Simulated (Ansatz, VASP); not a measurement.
In3Sb2As: VASP beside Ansatz

The input INCAR:

```
PREC = Accurate
ENCUT = 600
EDIFF = 1E-7
ISMEAR = 0
SIGMA = 0.1
LREAL = False
LASPH = True
NELM = 60
ALGO = Normal
ISIF = 3
LWAVE = False
LCHARG = False
GGA = PE
IBRION = 2
NSW = 90
EDIFFG = -0.04
```

File KPOINTS:

```
regular mesh
0
Gamma
  6 6 1
```

The input POSCAR:

```
In3Sb2As
1.0
    4.2206170100      0.0000000000      0.0000000000
   -2.1103085000      3.6551615500      0.0000000000
    0.0000000000      0.0000000000     20.8185628300
In Sb As
6 4 2
Direct
    0.6666666700      0.3333333300      0.1668627100
    0.6666666700      0.3333333300      0.5001960400
    0.6666666700      0.3333333300      0.8335293700
    0.3333333300      0.6666666700      0.0001960400
    0.3333333300      0.6666666700      0.3335293700
    0.3333333300      0.6666666700      0.6668627100
    0.6666666700      0.3333333300      0.6249706100
    0.6666666700      0.3333333300      0.9583039500
    0.3333333300      0.6666666700      0.1249706100
    0.3333333300      0.6666666700      0.4583039500
    0.6666666700      0.3333333300      0.2916372800
    0.3333333300      0.6666666700      0.7916372800
```

Input for Ansatz:

```yaml
crystal:
  lattice:
    - [4.22061701, 0.0, 0.0]
    - [-2.1103085, 3.65516155, 0.0]
    - [0.0, 0.0, 20.81856283]
  atoms:
    - { symbol: In, position: [0.66666667, 0.33333333, 0.16686271] }
    - { symbol: In, position: [0.66666667, 0.33333333, 0.50019604] }
    - { symbol: In, position: [0.66666667, 0.33333333, 0.83352937] }
    - { symbol: In, position: [0.33333333, 0.66666667, 0.00019604] }
    - { symbol: In, position: [0.33333333, 0.66666667, 0.33352937] }
    - { symbol: In, position: [0.33333333, 0.66666667, 0.66686271] }
    - { symbol: Sb, position: [0.66666667, 0.33333333, 0.62497061] }
    - { symbol: Sb, position: [0.66666667, 0.33333333, 0.95830395] }
    - { symbol: Sb, position: [0.33333333, 0.66666667, 0.12497061] }
    - { symbol: Sb, position: [0.33333333, 0.66666667, 0.45830395] }
    - { symbol: As, position: [0.66666667, 0.33333333, 0.29163728] }
    - { symbol: As, position: [0.33333333, 0.66666667, 0.79163728] }
basis:
  ecutwfc: 420
kpoints:
  mp_grid: { grid: [6, 6, 1] }
hamiltonian:
  xc: pbe
scf:
  occupations: { method: gaussian, width: 0.1 }
  lower_state_search: "off"
output:
  forces: true
  stress: true
  eigenvalues: true
relax:
  adjacent_minimum: "off"
  f_tol: 0.04
  max_steps: 70
  cell: { stress_tol: 0.4 }
```

Alike in both runs: task relaxation of cell and atoms; functional PBE; k mesh 6 × 6 × 1; occupations gaussian, width 0.1 eV; no spin polarisation.

```csv
,VASP,Ansatz
version,VASP 6.6.1,Ansatz 0.2.0
potentials or method,"VASP PAW PBE potentials, release 64 (In_d, Sb, As), cutoff 600 eV","scalar-relativistic, plane waves, PAW"
valence electrons in the cell,108,168
```

Ansatz gave:

```
gap on the k mesh at the Fermi level, each at its own relaxed structure (eV) : 0.07
relaxed volume (Å³/atom)                                                     : 34.17
relaxed cell length with the largest relative difference (Å)                 : 22.617
```

Question: What did VASP give for the same quantities?

Answer: gap on the k mesh at the Fermi level, each at its own relaxed structure (eV): 0.07; relaxed volume (Å³/atom): 34.17; relaxed cell length with the largest relative difference (Å): 22.588.

VASP's potentials hold 108 valence electrons a cell and Ansatz's 168, so a difference there can come from the potentials and not from the codes.

Spin-orbit coupling is off throughout. Noted on VASP's run: the volume moved by over 15 % at a fixed basis, so the end points are rough.
